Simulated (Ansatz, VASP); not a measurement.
# TiAl3 in VASP and in Ansatz

Contents of INCAR:

```
  PREC = Accurate
  ENCUT = 520
  EDIFF = 1E-6
  ISMEAR = 0
  SIGMA = 0.15
  LREAL = F
  LASPH = T
  NELM = 100
  ALGO = Fast
  ISIF = 2
  LWAVE = F
  LCHARG = F
  GGA = PE
  NBANDS = 18
```

KPOINTS

```
Automatic mesh
0
Gamma
  14 14 14
```

The input POSCAR:

```
TiAl3
1.0
   -1.7110952925      1.9225789803      4.3111351100
    1.7110952925     -1.9225789803      4.3111351100
    1.7110952925      1.9225789803     -4.3111351100
Ti Al
1 3
Direct
    0.0000000000      0.0000000000      0.0000000000
    0.5000000000      0.5000000000      0.0000000000
    0.7500000000      0.2500000000      0.5000000000
    0.2500000000      0.7500000000      0.5000000000
```

Input for Ansatz:

```yaml
crystal:
  lattice:
    - [-1.7110952925, 1.9225789803, 4.31113511]
    - [1.7110952925, -1.9225789803, 4.31113511]
    - [1.7110952925, 1.9225789803, -4.31113511]
  atoms:
    - { symbol: Ti, position: [0.0, 0.0, 0.0] }
    - { symbol: Al, position: [0.5, 0.5, 0.0] }
    - { symbol: Al, position: [0.75, 0.25, 0.5] }
    - { symbol: Al, position: [0.25, 0.75, 0.5] }
basis:
  ecutwfc: 520.0
kpoints:
  mp_grid: { grid: [14, 14, 14] }
hamiltonian:
  xc: pbe
  pseudopotentials: { kind: paw, azcp: { folder: soft_1 } }
scf:
  occupations: { method: gaussian, width: 0.15 }
output:
  forces: true
  stress: true
  eigenvalues: true
```

Change from the starting cell: normal strain along x -0.1100, normal strain along y +0.0000.

Alike in both runs: task single point; functional PBE; k mesh 14 × 14 × 14; occupations gaussian, width 0.15 eV; no spin polarisation.

```csv
,VASP,Ansatz
version,VASP 6.6.1,Ansatz 0.2.0
potentials or method,"VASP PAW PBE potentials, release 64 (Ti_sv, Al), cutoff 520 eV","scalar-relativistic, plane waves, PAW"
valence electrons in the cell,21,21
```

Ansatz gave:

| Item | Value |
| --- | --- |
| gap on the k mesh at the Fermi level (eV) | none |
| pressure (GPa) | 16.0 |
| traceless stress, the component that is largest in VASP (GPa) | 8.53 |
| rms of the force components (eV/Å) | 0.025 |

Which values does VASP return?

gap on the k mesh at the Fermi level (eV): none; pressure (GPa): 16.0; traceless stress, the component that is largest in VASP (GPa): 8.55; rms of the force components (eV/Å): 0.025.

Atom by atom the forces differ by 0.000 eV/Å (rms over components). A gap of «none» marks a metal or a gap that the smearing closes. With one functional, cell and mesh, what is left measures potentials, basis and numerics.
